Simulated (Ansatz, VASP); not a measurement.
# ScAl2Sb2As: VASP beside Ansatz

```xyz
6
Lattice="5.3513 0.0000 0.0000 -2.6756 4.6343 0.0000 0.0000 0.0000 10.3248" Properties=species:S:1:pos:R:3 pbc="T T T"
Sc    0.0000    0.0000    0.0000
Al    0.0000    0.0000    7.5202
Al    0.0000    0.0000    2.8046
Sb    0.0000    3.0896    5.1624
Sb    2.6756    1.5448    5.1624
As    0.0000    0.0000    5.1624
```

Alike in both runs: task single point; functional PBE; k mesh 6 × 6 × 2; occupations gaussian, width 0.1 eV; collinear spin.

```csv
,VASP,Ansatz
version,VASP 6.6.1,Ansatz 0.2.0
potentials or method,"VASP PAW PBE potentials, release 64 (Sc_sv, Al, Sb, As), cutoff 520 eV","scalar-relativistic, plane waves, PAW"
valence electrons in the cell,32,62
```

```tsv
	VASP	Ansatz	Ansatz less VASP
gap on the k mesh at the Fermi level (eV)	none	none	-
pressure (GPa)	0.1	0.1	0.00
traceless stress, the component that is largest in VASP (GPa)	-0.26	-0.34	-0.078
rms of the force components (eV/Å)	0.041	0.039	-0.0015
net moment per atom (μB)	0.35	0.35	+0.001
size of the moment on the site where the two differ most (μB)	1.00	0.91	-0.086
```

Site moments also hang on the region over which each program counts them. Atom by atom the forces differ by 0.001 eV/Å (rms over components). A gap of «none» marks a metal or a gap that the smearing closes. VASP's potentials hold 32 valence electrons a cell and Ansatz's 62, so a difference there can come from the potentials and not from the codes.

Neither program's run includes spin-orbit coupling.
